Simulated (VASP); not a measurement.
## As: single point with PBE

Crystal: As.

```
CELL_PARAMETERS angstrom
-1.37972 1.37972 1.37972
1.37972 -1.37972 1.37972
1.37972 1.37972 -1.37972
ATOMIC_POSITIONS crystal
As 0.00000 0.00000 0.00000
```

This cell differs from its parent crystal: volume scaled by 0.55.

```json
{"Program": "VASP 6.6.1", "Task": "single point", "Functional": "PBE", "Potentials or basis": "VASP PAW PBE potentials, release 64 (As)", "Cutoff": "520 eV", "k mesh": "16 × 16 × 16", "Occupations": "fermi-dirac, width 0.05 eV", "Spin": "no spin polarisation"}
```

```json
{
 "Pressure": "178.9 GPa"
}
```

Levels at points of the mesh, in eV from the Fermi level:
```
           k point  band 1  band 2  band 3  band 4  band 5  band 6
(0.00, 0.00, 0.00)  -22.49   12.68   12.68   12.68   16.30   16.30
(0.50, 0.00, 0.00)  -12.55  -12.15    3.93    6.98    9.03   10.99
(0.50, 0.50, 0.50)   -4.25   -4.25   -4.25   -2.24    1.32    1.32
```

It took 6.4 s on 1 thread of Intel(R) Xeon(R) Platinum 8375C CPU @ 2.90GHz (Ice Lake) (shared host), peak memory 0.12 GiB.
